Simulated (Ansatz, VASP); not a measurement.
**TlCl: VASP beside Ansatz**

File POSCAR:

```
TlCl
1.0
    3.7604602626      0.0000000000      0.0000000000
    0.0000000000      3.7604602626      0.0000000000
    0.0000000000      0.0000000000      3.7604602626
Tl Cl
1 1
Direct
    0.0000000000      0.0000000000      0.0000000000
    0.5000000000      0.5000000000      0.5000000000
```

Contents of INCAR.step1:

```
SYSTEM = TlCl
PREC = Accurate ; ENCUT = 550
ISMEAR = 0 ; SIGMA = 0.01
LREAL = .FALSE. ; LASPH = .TRUE.
NELM = 120 ; NBANDS = 17
GGA = PE ; ALGO = Normal
EDIFF = 1E-5 ; LWAVE = .TRUE.
LCHARG = .FALSE. ; GGA_COMPAT = .FALSE.
```

File INCAR.step2:

```
SYSTEM = TlCl
PREC = Accurate ; ENCUT = 550
EDIFF = 1E-6 ; ISMEAR = 0
SIGMA = 0.01 ; LREAL = .FALSE.
LASPH = .TRUE. ; NELM = 120
ALGO = Normal ; ISIF = 2
LWAVE = .FALSE. ; LCHARG = .TRUE.
METAGGA = R2SCAN ; LMIXTAU = .TRUE.
LELF = .TRUE. ; LVHAR = .TRUE.
NBANDS = 17 ; ISTART = 1
GGA_COMPAT = .FALSE.
```

The input KPOINTS:

```
Automatic mesh
0
G
  6 6 6
  0 0 0
```

Input for Ansatz:

```yaml
crystal:
  lattice:
    - [3.7604602626, 0.0, 0.0]
    - [0.0, 3.7604602626, 0.0]
    - [0.0, 0.0, 3.7604602626]
  atoms:
    - { symbol: Tl, position: [0.0, 0.0, 0.0] }
    - { symbol: Cl, position: [0.5, 0.5, 0.5] }
kpoints:
  mp_grid: { grid: [6, 6, 6] }
hamiltonian:
  xc: r2scan
scf:
  occupations: { method: fixed }
  n_extra_bands: 4
output:
  forces: true
  stress: true
  eigenvalues: true
```

Alike in both runs: task single point; functional r2SCAN; k mesh 6 × 6 × 6; no spin polarisation.

|  | VASP | Ansatz |
| --- | --- | --- |
| version | VASP 6.6.1 | Ansatz 0.2.0 |
| potentials or method | VASP PAW PBE potentials, release 64 (Tl_d, Cl) | plane waves, PAW |
| plane-wave cutoff (eV) | 550 | 500 |
| occupations | gaussian, width 0.01 eV | fixed |
| valence electrons in the cell | 20 | 20 |

|  | VASP | Ansatz | Ansatz less VASP |
| --- | --- | --- | --- |
| gap on the k mesh at the Fermi level (eV) | 2.36 | 2.35 | -0.008 |
| pressure (GPa) | 2.0 | 2.0 | +0.06 |

VASP's potentials were made for PBE, not for r2SCAN.

Spin-orbit coupling is off throughout.
